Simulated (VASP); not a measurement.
# Ta (P6_3/mmc) in VASP: relaxation of cell and atoms with PBE

Aim: the relaxation of cell and atoms of Ta with PBE.

Everything below comes from runs of VASP 6.6.1. Logs are shortened: lines on timing, memory, paths and dates and some standing lists are left out, and cuts for length are marked.

### Step 1. The cell of the first run

The structure is hexagonal, space group P6_3/mmc (No. 194). Conventional cell: a = 2.454 Å, b = 2.454 Å, c = 4.192 Å, α = 90.00°, β = 90.00°, γ = 120.00°. Ta (site symmetry -6m2) has 12 Ta at 2.45 to 2.53 Å within 3.2 Å.

This isn't the form of Ta at room conditions, which is bcc.

### Step 2. Relaxation of cell and atoms, PBE, target pressure 270 GPa, at which the enthalpy is minimised

Contents of INCAR:

```
PREC = Accurate ; ENCUT = 600
EDIFF = 1E-6 ; ISMEAR = -1
SIGMA = 0.05 ; LREAL = F
LASPH = T ; NELM = 80
ALGO = Normal ; ISIF = 3
LWAVE = F ; LCHARG = F
GGA = PE ; IBRION = 2
NSW = 32 ; EDIFFG = -0.005
PSTRESS = 2700.0
```

Contents of KPOINTS:

```
regular mesh
0
Gamma
  18 18 10
```

Contents of POSCAR:

```
Ta
1.0
    2.4541920794      0.0000000000      0.0000000000
   -1.2270960397      2.1253926865      0.0000000000
    0.0000000000      0.0000000000      4.1918306016
Ta
2
Direct
    0.3333333333      0.6666666667      0.2500000000
    0.6666666667      0.3333333333      0.7500000000
```

Potentials or basis: VASP PAW PBE potentials, release 64 (Ta_pv).

Run with:

```
> cat potpaw_PBE.64/Ta_pv/POTCAR > POTCAR
> mpirun -np 1 vasp_std > vasp.out
```

OUTCAR:

```text
PREC = Accurate
   ENCUT = 600
   EDIFF = 1E-6
   ISMEAR = -1
   LREAL = F
   LASPH = T
   NELM = 80
   ISIF = 3
   GGA = PE
   IBRION = 2
   NSW = 32
   EDIFFG = -0.005
   PSTRESS = 2700.0

 ion  position               nearest neighbor table
   1  0.333  0.667  0.250-   2 2.53   2 2.53   2 2.53   2 2.53   2 2.53   2 2.53   2 3.52   2 3.52
                             2 3.52   2 3.52   2 3.52   2 3.52
   2  0.667  0.333  0.750-   1 2.53   1 2.53   1 2.53   1 2.53   1 2.53   1 2.53   1 3.52   1 3.52
                             1 3.52   1 3.52   1 3.52   1 3.52

  LATTYP: Found a hexagonal cell.
 ALAT       =     2.4541920794
 C/A-ratio  =     1.7080287386

  Lattice vectors:

 A1 = (   2.4541920794,   0.0000000000,   0.0000000000)
 A2 = (  -1.2270960397,   2.1253926865,   0.0000000000)
 A3 = (   0.0000000000,   0.0000000000,   4.1918306016)

Analysis of symmetry for initial positions (statically):
=====================================================================
 Subroutine PRICEL returns:
 Original cell was already a primitive cell.

 Routine SETGRP: Setting up the symmetry group for a
 hexagonal supercell.

 Subroutine GETGRP returns: Found 24 space group operations
 (whereof 12 operations were pure point group operations)
 out of a pool of 24 trial point group operations.

The static configuration has the point symmetry D_3d.
 The point group associated with its full space group is D_6h.

Analysis of symmetry for dynamics (positions and initial velocities):
=====================================================================
 Subroutine PRICEL returns:
 Original cell was already a primitive cell.

 Routine SETGRP: Setting up the symmetry group for a
 hexagonal supercell.

 Subroutine GETGRP returns: Found 24 space group operations
 (whereof 12 operations were pure point group operations)
 out of a pool of 24 trial point group operations.

The dynamic configuration has the point symmetry D_3d.
 The point group associated with its full space group is D_6h.

 Subroutine INISYM returns: Found 24 space group operations
 (whereof 12 operations are pure point group operations),
 and found     1 'primitive' translations

----------------------------------------------------------------------------------------

                                     Primitive cell

  volume of cell :      21.8651

  direct lattice vectors                    reciprocal lattice vectors
[... 117 lines left out ...]
   LRPA    =     F    only Hartree local field effects (RPA)
 conjugate gradient relaxation of ions
 non-spin polarized calculation
  energy-cutoff  :      600.00
  volume of cell :       21.87
 maximum number of plane-waves:       756
 NGX is ok and might be reduce to    20
   NGX =  9   NGY =  9   NGZ = 17

--------------------------------------- Ionic step        1  -------------------------------------------

 number of electron      22.0000001 magnetization

 Free energy of the ion-electron system (eV)
  ---------------------------------------------------
  ext. energy  EPLUGINS =         0.00000000
  ---------------------------------------------------
  free energy    TOTEN  =       -14.29750752 eV

  energy without entropy =      -14.28714567  energy(sigma->0) =      -14.29232659

------------------------ aborting loop because EDIFF is reached ----------------------------------------

  FORCE on cell =-STRESS in cart. coord.  units (eV):
  Direction    XX          YY          ZZ          XY          YZ          ZX
  --------------------------------------------------------------------------------------
  -------------------------------------------------------------------------------------
  Total       37.5528931     37.5528931     37.5214732      0.0000000     -0.0000000      0.0000000
  in kB     2751.7091467   2751.7091467   2749.4068344      0.0000000     -0.0000000      0.0000000
  external PRESSURE =      50.9417093 kB  Pullay stress =    2700.0000000 kB
[... 97 lines left out ...]
  energy  without entropy=      -14.4734957729  energy(sigma->0) =      -14.47870610

  enthalpy is  TOTEN    =        22.5480174127 eV   P V=       37.0319338495

[... ionic steps 4 to 7 ...]

--------------------------------------- Ionic step        8  -------------------------------------------

 number of electron      22.0000002 magnetization

------------------------ aborting loop because EDIFF is reached ----------------------------------------
[... 71 lines left out ...]
--------------------------------------- Ionic step       10  -------------------------------------------

 number of electron      22.0000002 magnetization

 Free energy of the ion-electron system (eV)
  ---------------------------------------------------
  ext. energy  EPLUGINS =         0.00000000
  ---------------------------------------------------
  free energy    TOTEN  =       -14.48081699 eV

  energy without entropy =      -14.47042124  energy(sigma->0) =      -14.47561912

 E-fermi :  11.0580     XC(G=0): -15.3707

 val. band max:       11.0553481789   @ k =   0.3889   0.1111   0.0000
 cond. band min:      11.0580201054   @ k =   0.1667   0.1111   0.2000
 fundamental gap:      0.0026719265
 Fermi energy:        11.0579595466

 k-point     1 :       0.0000    0.0000    0.0000
  band No.  band energies     occupation
      1     -25.5822      2.00000
      2     -21.0770      2.00000
      3     -21.0770      2.00000
      4     -20.9251      2.00000
      5     -20.5778      2.00000
      6     -20.5778      2.00000
      7       1.2302      2.00000
      8       3.6295      2.00000
      9       9.5593      2.00000
     10      10.7090      1.99814
     11      10.7090      1.99814
     12      12.1021      0.00000
     13      12.1021      0.00000
     14      14.7058      0.00000
[... 401 lines left out ...]
      2     -24.5669      2.00000
      3     -23.4251      2.00000
      4     -22.6122      2.00000
      5     -21.9029      2.00000
      6     -21.7074      2.00000
      7       4.3196      2.00000
      8       4.4211      2.00000
      9       5.7711      2.00000
     10       9.9997      2.00000
     11      11.0553      1.02611
     12      11.4688      0.00054
     13      12.6222      0.00000
     14      19.3112      0.00000
     15      20.3846      0.00000

 [... further k-points ...]

------------------------ aborting loop because EDIFF is reached ----------------------------------------

  FORCE on cell =-STRESS in cart. coord.  units (eV):
  Direction    XX          YY          ZZ          XY          YZ          ZX
  --------------------------------------------------------------------------------------
  -------------------------------------------------------------------------------------
  Total       37.0231902     37.0231902     37.0231239      0.0000000      0.0000000     -0.0000000
  in kB     2699.5885896   2699.5885894   2699.5837555      0.0000000      0.0000000     -0.0000000
  external PRESSURE =      -0.4130219 kB  Pullay stress =    2700.0000000 kB
[... 21 lines left out ...]
  energy  without entropy=      -14.4704212407  energy(sigma->0) =      -14.47561912

  enthalpy is  TOTEN    =        22.5480154612 eV   P V=       37.0288324548

 reached required accuracy - stopping structural energy minimisation
```

CONTCAR:

```text
Ta
   1.00000000000000
     2.4580760420636643    0.0000000000000000    0.0000000000000000
    -1.2290380210318321    2.1287562967859706   -0.0000000000000000
     0.0000000000000000   -0.0000000000000000    4.1991905012767825
  Ta
     2
Direct
     0.3333333332999970    0.6666666667000030    0.2500000000000000
     0.6666666667000030    0.3333333332999970    0.7500000000000000

  0.00000000E+00  0.00000000E+00  0.00000000E+00
  0.00000000E+00  0.00000000E+00  0.00000000E+00
```

Run time: 3.5 min. Hardware: 1 thread of Intel Xeon Platinum 8488C (Sapphire Rapids), shared host; peak memory 0.21 GiB.

Results:

```yaml
Free_energy: -14.4808 eV
Relaxed_volume: 10.99 Å³/atom
Relaxed_cell: a = 2.458 Å, b = 2.458 Å, c = 4.199 Å, α = 90.00°, β = 90.00°, γ = 120.00°
Space_group_after_relaxing_to_0.1_Å: P6_3/mmc (No. 194)
Energy_change_on_relaxing_the_run_minimises_the_enthalpy: -91.7 meV/atom
Ionic_steps: 10
Pressure_after_relaxing: 270.0 GPa
Band_gap_on_the_k_mesh: zero (bands 11 and 12 overlap by 5.14 eV)
```

The path:
```tsv
step	energy change (eV)	largest force (eV/Å)	pressure (GPa)	volume (Å³)
1	0.0000	0.0000	275.09	21.87
2	-1.7456	0.0000	226.81	22.98
3	-0.1864	0.0000	269.89	21.97
4	-0.1825	0.0000	269.93	21.97
5	-0.1739	0.0000	270.22	21.97
6	-0.1789	0.0000	270.18	21.97
7	-0.1815	0.0000	270.05	21.97
8	-0.1808	0.0000	270.06	21.97
9	-0.1974	0.0000	269.63	21.98
10	-0.1833	0.0000	269.96	21.97
```

Final structure:
```yaml
crystal:
  lattice:
    - [2.45808, 0.00000, 0.00000]
    - [-1.22904, 2.12876, 0.00000]
    - [0.00000, 0.00000, 4.19919]
  atoms:
    - { symbol: Ta, position: [0.33333, 0.66667, 0.25000] }
    - { symbol: Ta, position: [0.66667, 0.33333, 0.75000] }
```

Caveat: the cell is relaxed towards a set pressure, so the run minimises the enthalpy, not the energy; spin-orbit coupling is left out, which moves the levels of the heavy elements.
